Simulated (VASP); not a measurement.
# TiTe2 (Fm-3m) in VASP: further runs

The runs below take TiTe2 through single point, with r2SCAN.

Program: VASP 6.6.1. These are calculated values, not measurements. Logs are shortened: lines on timing, memory, paths and dates and some standing lists are left out, and cuts for length are marked.

## Step 1: The cell of the first run

Symmetry: Fm-3m, No. 225, cubic system. Conventional cell: a = 6.880 Å, b = 6.880 Å, c = 6.880 Å, α = 90.00°, β = 90.00°, γ = 90.00°. Within 3.9 Å of Ti (site symmetry m-3m) lie 8 Te at 2.98 Å. Within 3.9 Å of Te (site symmetry -43m) lie 4 Ti at 2.98 Å and 6 Te at 3.44 Å.

## Step 2: Single point, r2SCAN

Contents of POSCAR:

```
TiTe2
1.0
    0.0000000000      3.4401227352      3.4401227352
    3.4401227352      0.0000000000      3.4401227352
    3.4401227352      3.4401227352      0.0000000000
Ti Te
1 2
Direct
    0.0000000000      0.0000000000      0.0000000000
    0.2500000000      0.2500000000      0.2500000000
    0.7500000000      0.7500000000      0.7500000000
```

Contents of INCAR.step1:

```
  PREC = Accurate
  ENCUT = 520
  ISMEAR = -1
  SIGMA = 0.02
  LREAL = False
  LASPH = True
  NELM = 100
  NBANDS = 19
  GGA = PE
  ALGO = Normal
  EDIFF = 1E-4
  LWAVE = True
  LCHARG = False
```

Contents of INCAR.step2:

```
  PREC = Accurate
  ENCUT = 520
  EDIFF = 1E-6
  ISMEAR = -1
  SIGMA = 0.02
  LREAL = False
  LASPH = True
  NELM = 100
  ALGO = Normal
  ISIF = 2
  LWAVE = False
  LCHARG = False
  METAGGA = R2SCAN
  LMIXTAU = True
  NBANDS = 19
  ISTART = 1
```

Contents of KPOINTS:

```
regular mesh
0
Gamma
  6 6 6
```

Potentials or basis: VASP PAW PBE potentials, release 64 (Ti_sv, Te).

Run with:

```console
> cat potpaw_PBE.64/Ti_sv/POTCAR potpaw_PBE.64/Te/POTCAR > POTCAR
> cp INCAR.step1 INCAR
> mpirun -np 1 vasp_std > vasp.out
> cp INCAR.step2 INCAR
> mpirun -np 1 vasp_std > vasp.out
```

OUTCAR:

```text
PREC = Accurate
   ENCUT = 520
   EDIFF = 1E-6
   ISMEAR = -1
   LREAL = False
   LASPH = True
   NELM = 100
   ISIF = 2
   METAGGA = R2SCAN
   ISTART = 1

 ion  position               nearest neighbor table
   1  0.000  0.000  0.000-   3 2.98   3 2.98   2 2.98   3 2.98   2 2.98   2 2.98   3 2.98   2 2.98

   2  0.250  0.250  0.250-   1 2.98   1 2.98   1 2.98   1 2.98   3 3.44   3 3.44   3 3.44   3 3.44
                             3 3.44   3 3.44
   3  0.750  0.750  0.750-   1 2.98   1 2.98   1 2.98   1 2.98   2 3.44   2 3.44   2 3.44   2 3.44
                             2 3.44   2 3.44

  LATTYP: Found a face centered cubic cell.
 ALAT       =     6.8802454704

  Lattice vectors:

 A1 = (   0.0000000000,   3.4401227352,   3.4401227352)
 A2 = (   3.4401227352,   0.0000000000,   3.4401227352)
 A3 = (   3.4401227352,   3.4401227352,   0.0000000000)

Analysis of symmetry for initial positions (statically):
=====================================================================
 Subroutine PRICEL returns:
 Original cell was already a primitive cell.

 Routine SETGRP: Setting up the symmetry group for a
 face centered cubic supercell.

 Subroutine GETGRP returns: Found 48 space group operations
 (whereof 48 operations were pure point group operations)
 out of a pool of 48 trial point group operations.

The static configuration has the point symmetry O_h .

Analysis of symmetry for dynamics (positions and initial velocities):
=====================================================================
 Subroutine PRICEL returns:
 Original cell was already a primitive cell.

 Routine SETGRP: Setting up the symmetry group for a
 face centered cubic supercell.

 Subroutine GETGRP returns: Found 48 space group operations
 (whereof 48 operations were pure point group operations)
 out of a pool of 48 trial point group operations.

The dynamic configuration has the point symmetry O_h .

 Subroutine INISYM returns: Found 48 space group operations
 (whereof 48 operations are pure point group operations),
 and found     1 'primitive' translations

----------------------------------------------------------------------------------------

                                     Primitive cell

  volume of cell :      81.4239

  direct lattice vectors                    reciprocal lattice vectors
     0.000000000  3.440122735  3.440122735    -0.145343652  0.145343652  0.145343652
     3.440122735  0.000000000  3.440122735     0.145343652 -0.145343652  0.145343652
     3.440122735  3.440122735  0.000000000     0.145343652  0.145343652 -0.145343652

  length of vectors
     4.865068228  4.865068228  4.865068228     0.251742589  0.251742589  0.251742589

  position of ions in fractional coordinates (direct lattice)
     0.000000000  0.000000000  0.000000000
     0.250000000  0.250000000  0.250000000
     0.750000000  0.750000000  0.750000000

  ion indices of the primitive-cell ions
   primitive index   ion index
                 1           1
                 2           2
                 3           3

----------------------------------------------------------------------------------------

 KPOINTS: regular mesh

Automatic generation of k-mesh.
 Grid dimensions read from file:
 generate k-points for:    6    6    6

 Generating k-lattice:

  Cartesian coordinates                     Fractional coordinates (reciprocal lattice)
    -0.024223942  0.024223942  0.024223942     0.166666667  0.000000000  0.000000000
     0.024223942 -0.024223942  0.024223942     0.000000000  0.166666667  0.000000000
     0.024223942  0.024223942 -0.024223942     0.000000000  0.000000000  0.166666667

  Length of vectors
     0.041957098  0.041957098  0.041957098

  Shift w.r.t. Gamma in fractional coordinates (k-lattice)
     0.000000000  0.000000000  0.000000000

 Subroutine IBZKPT returns following result:
 ===========================================

 Found     16 irreducible k-points:

 Following reciprocal coordinates:
            Coordinates               Weight
  0.000000  0.000000  0.000000      1.000000
  0.166667  0.000000  0.000000      8.000000
  0.333333  0.000000  0.000000      8.000000
  0.500000  0.000000  0.000000      4.000000
  0.166667  0.166667  0.000000      6.000000
  0.333333  0.166667  0.000000     24.000000
[... 8 lines left out ...]
 -0.333333  0.333333  0.166667     24.000000
 -0.333333  0.500000  0.166667     12.000000
   k-points           NKPTS =     16   k-points in BZ     NKDIM =     16   number of bands    NBANDS=     19
   number of dos      NEDOS =    301   number of ions     NIONS =      3
   total plane-waves  NPLWV =  46656
   dimension x,y,z NGX =    36 NGY =   36 NGZ =   36
   dimension x,y,z NGXF=    72 NGYF=   72 NGZF=   72
   ions per type =               1   2
   NGX,Y,Z   is equivalent  to a cutoff of  12.30, 12.30, 12.30 a.u.
   NGXF,Y,Z  is equivalent  to a cutoff of  24.60, 24.60, 24.60 a.u.
 SYSTEM =  unknown system
   PREC   = accura    normal or accurate (medium, high low for compatibility)
   ISTART =      1    job   : 0-new  1-cont  2-samecut
   ICHARG =      0    charge: 1-file 2-atom 10-const
   ISPIN  =      1    spin polarized calculation?
   LNONCOLLINEAR =      F non collinear calculations
   LSORBIT =      F    spin-orbit coupling
   LASPH  =      T    aspherical Exc in radial PAW
   ENCUT  =  520.0 eV  38.22 Ry    6.18 a.u.   9.05  9.05  9.05*2*pi/ulx,y,z
   NELM   =    100;   NELMIN=  2; NELMDL=  0     # of ELM steps
   EDIFF  = 0.1E-05   stopping-criterion for ELM
   LREAL  =      F    real-space projection
   EDIFFG = 0.1E-04   stopping-criterion for IOM
   NSW    =      0    number of steps for IOM
   IBRION =     -1    ionic relax: 0-MD 1-quasi-New 2-CG
   NFREE  =      0    steps in history (QN), initial steepest desc. (CG)
   ISIF   =      2    stress and relaxation
   ISYM   =      2    0-nonsym 1-usesym 2-fastsym
   POTIM  = 0.5000    time-step for ionic-motion
   TEBEG  =    0.0;   TEEND  =   0.0 temperature during run
   PSTRESS=    0.0 pullay stress
   NELECT =      24.0000    total number of electrons
   NUPDOWN=      -1.0000    fix difference up-down
   EMIN   =  10.00;   EMAX   =-10.00  energy-range for DOS
   EFERMI =   0.00;   METHOD = LEGACY
   ISMEAR =    -1;   SIGMA  =   0.02  broadening in eV -4-tet -1-fermi 0-gaus
   EFERMI_NEDOS =   21; number of points for ismear=-14 and -15
   IALGO  =     38    algorithm
   IMIX   =      4    mixing-type and parameters
     AMIX     =   0.40;   BMIX     =  1.00
     AMIX_MAG =   1.60;   BMIX_MAG =  1.00
  volume/ion in A,a.u.               =      27.14       183.16
  Fermi-wavevector in a.u.,A,eV,Ry     =   1.089502  2.058860 16.150310  1.187014
  Thomas-Fermi vector in A             =   2.225706
   LORBIT       =      0    0 simple, 1 ext, 2 COOP (PROOUT), +10 PAW based schemes
   METAGGA = R2SCAN    functional components
   LHFCALC =     F    Hartree Fock is set to
   AEXX    =    0.0000 exact exchange contribution
   IVDW    =     0    specifies the selected vdW correction
   LEPSILON=     F    determine dielectric tensor
   LRPA    =     F    only Hartree local field effects (RPA)
 non-spin polarized calculation
  energy-cutoff  :      520.00
  volume of cell :       81.42
 maximum number of plane-waves:      2210
   NGX = 19   NGY = 19   NGZ = 19

 number of electron      23.9999994 magnetization

 Free energy of the ion-electron system (eV)
  ---------------------------------------------------
  ext. energy  EPLUGINS =         0.00000000
  ---------------------------------------------------
  free energy    TOTEN  =       -64.86427349 eV

  energy without entropy =      -64.85665253  energy(sigma->0) =      -64.86046301

 E-fermi :   7.4225     XC(G=0): -10.2902

 val. band max:        7.4170965993   @ k =  -0.3333   0.3333   0.0000
 cond. band min:       7.4252111148   @ k =  -0.1667   0.1667   0.0000
 fundamental gap:      0.0081145155
 Fermi energy:         7.4224899059

 k-point     1 :       0.0000    0.0000    0.0000
  band No.  band energies     occupation
      1     -52.9881      2.00000
      2     -28.1923      2.00000
      3     -28.1922      2.00000
      4     -28.1922      2.00000
      5      -6.4430      2.00000
      6      -2.3396      2.00000
[... 11 lines left out ...]
     18      10.5452      0.00000
     19      10.5452      0.00000

 k-point     2 :       0.1667    0.0000    0.0000
  band No.  band energies     occupation
      1     -52.9881      2.00000
      2     -28.1933      2.00000
      3     -28.1924      2.00000
      4     -28.1924      2.00000
      5      -6.2306      2.00000
      6      -2.7802      2.00000
[... 11 lines left out ...]
     18      11.2989      0.00000
     19      11.3078      0.00000

 k-point     3 :       0.3333    0.0000    0.0000
  band No.  band energies     occupation
      1     -52.9880      2.00000
      2     -28.1955      2.00000
      3     -28.1928      2.00000
      4     -28.1927      2.00000
      5      -5.6303      2.00000
      6      -3.7192      2.00000
[... 11 lines left out ...]
     18      12.1381      0.00000
     19      12.7853      0.00000

 k-point     4 :       0.5000    0.0000    0.0000
  band No.  band energies     occupation
      1     -52.9879      2.00000
      2     -28.1966      2.00000
      3     -28.1929      2.00000
      4     -28.1929      2.00000
      5      -4.8250      2.00000
      6      -4.6560      2.00000
[... 231 lines left out ...]
     18      11.0504      0.00000
     19      13.4702      0.00000

 k-point    15 :      -0.3333    0.3333    0.1667
  band No.  band energies     occupation
      1     -52.9879      2.00000
      2     -28.1957      2.00000
      3     -28.1947      2.00000
      4     -28.1934      2.00000
      5      -4.5980      2.00000
      6      -4.5507      2.00000
[... 11 lines left out ...]
     18      11.8200      0.00000
     19      12.2871      0.00000

 k-point    16 :      -0.3333    0.5000    0.1667
  band No.  band energies     occupation
      1     -52.9879      2.00000
      2     -28.1961      2.00000
      3     -28.1945      2.00000
      4     -28.1937      2.00000
      5      -4.7715      2.00000
      6      -4.2152      2.00000
[... 11 lines left out ...]
     18      10.9359      0.00000
     19      13.0294      0.00000

------------------------ aborting loop because EDIFF is reached ----------------------------------------

  FORCE on cell =-STRESS in cart. coord.  units (eV):
  Direction    XX          YY          ZZ          XY          YZ          ZX
  --------------------------------------------------------------------------------------
  -------------------------------------------------------------------------------------
  Total        0.0584364      0.0584364      0.0584364      0.0000000      0.0000000      0.0000000
  in kB        1.1498524      1.1498524      1.1498524      0.0000000      0.0000000      0.0000000
  external PRESSURE =       1.1498524 kB  Pullay stress =       0.0000000 kB

 VOLUME and BASIS-vectors are now :
 -----------------------------------------------------------------------------
  energy-cutoff  :      520.00
  volume of cell :       81.42
      direct lattice vectors                 reciprocal lattice vectors
     0.000000000  3.440122735  3.440122735    -0.145343652  0.145343652  0.145343652
     3.440122735  0.000000000  3.440122735     0.145343652 -0.145343652  0.145343652
     3.440122735  3.440122735  0.000000000     0.145343652  0.145343652 -0.145343652

 POSITION                                       TOTAL-FORCE (eV/Angst)
 -----------------------------------------------------------------------------------
      0.00000      0.00000      0.00000        -0.000000     -0.000000     -0.000000
      1.72006      1.72006      1.72006         0.000000      0.000000      0.000000
      5.16018      5.16018      5.16018        -0.000000     -0.000000     -0.000000
 -----------------------------------------------------------------------------------
    total drift:                               -0.000000      0.000000      0.000000

  FREE ENERGIE OF THE ION-ELECTRON SYSTEM (eV)
  ---------------------------------------------------
  free  energy   TOTEN  =       -64.8642734945 eV

  energy  without entropy=      -64.8566525316  energy(sigma->0) =      -64.86046301
```

It took 2.6 min on 1 thread of Intel Xeon Platinum 8259CL at 2.50GHz (Skylake/Cascade Lake), shared host; peak memory 0.21 GiB.

What came out:

```
Free energy            : -64.8643 eV
Pressure               : 0.1 GPa
Band gap on the k mesh : zero (band 12 reaches 7.49 eV, above the bottom of band 13 at 7.27 eV)
```

Levels at points of the mesh, in eV from the Fermi level:
```csv
k point,band 9,band 10,band 11,band 12,band 13,band 14,band 15,band 16
"(0.00, 0.00, 0.00)",-4.65,-0.44,-0.44,-0.44,-0.08,-0.08,2.03,2.03
"(0.50, 0.00, 0.00)",-3.44,-2.97,-2.97,-2.64,0.04,0.04,0.80,2.11
"(0.50, 0.50, 0.00)",-4.98,-1.40,-1.40,-0.39,0.34,0.81,1.70,2.66
```

Caveat: the PAW data sets were made with another functional, which shifts forces and pressure a little; spin-orbit coupling is left out, which moves the levels of the heavy elements.

## Step 3: Single point, r2SCAN

POSCAR is that of step 2.

Contents of INCAR.step1:

```
SYSTEM = TiTe2
ALGO     = Normal         ! electronic algorithm
EDIFF    = 1E-4           ! SCF threshold, eV
ENCUT    = 520            ! plane-wave cutoff, eV
GGA      = PE             ! functional
ISMEAR   = -1             ! smearing method
LASPH    = .True.         ! aspherical terms in the spheres
LCHARG   = .False.        ! write CHGCAR
LREAL    = .False.        ! projectors in reciprocal space
LWAVE    = .True.         ! write WAVECAR
NBANDS   = 19             ! bands
NELM     = 60             ! most SCF steps
PREC     = Accurate       ! precision mode
SIGMA    = 0.02           ! smearing width, eV
```

Contents of INCAR.step2:

```
SYSTEM = TiTe2
ALGO     = Normal         ! electronic algorithm
EDIFF    = 1E-7           ! SCF threshold, eV
ENCUT    = 520            ! plane-wave cutoff, eV
ISIF     = 2              ! what is computed and relaxed
ISMEAR   = -1             ! smearing method
ISTART   = 1            
LASPH    = .True.         ! aspherical terms in the spheres
LCHARG   = .False.        ! write CHGCAR
LMIXTAU  = .True.       
LREAL    = .False.        ! projectors in reciprocal space
LWAVE    = .False.        ! write WAVECAR
METAGGA  = R2SCAN         ! meta-GGA
NBANDS   = 19             ! bands
NELM     = 60             ! most SCF steps
PREC     = Accurate       ! precision mode
SIGMA    = 0.02           ! smearing width, eV
```

Contents of KPOINTS:

```
k-points
0
Gamma
  6 6 6
  0 0 0
```

Potentials or basis: VASP PAW PBE potentials, release 64 (Ti_sv, Te).

Run with:

```console
> cat potpaw_PBE.64/Ti_sv/POTCAR potpaw_PBE.64/Te/POTCAR > POTCAR
> cp INCAR.step1 INCAR
> mpirun -np 1 vasp_std > vasp.out
> cp INCAR.step2 INCAR
> mpirun -np 1 vasp_std > vasp.out
```

Run time: 2.9 min. Hardware: 1 thread of Intel Xeon Platinum 8259CL at 2.50GHz (Skylake/Cascade Lake), shared host; peak memory 0.22 GiB.

Results (log left out):

```
Free energy            : -64.8643 eV
Pressure               : 0.1 GPa
Band gap on the k mesh : zero (band 12 reaches 7.49 eV, above the bottom of band 13 at 7.27 eV)
```

Levels at points of the mesh, in eV from the Fermi level:
```tsv
k point	band 8	band 9	band 10	band 11	band 12	band 13	band 14	band 15	band 16	band 17
(0.00, 0.00, 0.00)	-4.65	-4.65	-0.44	-0.44	-0.44	-0.08	-0.08	2.03	2.03	2.03
(0.50, 0.00, 0.00)	-3.75	-3.44	-2.97	-2.97	-2.64	0.04	0.04	0.80	2.11	2.11
(0.50, 0.50, 0.00)	-4.98	-4.98	-1.40	-1.40	-0.39	0.34	0.81	1.70	2.66	2.66
```

Caveat: the PAW data sets were made with another functional, which shifts forces and pressure a little; spin-orbit coupling is left out, which moves the levels of the heavy elements.
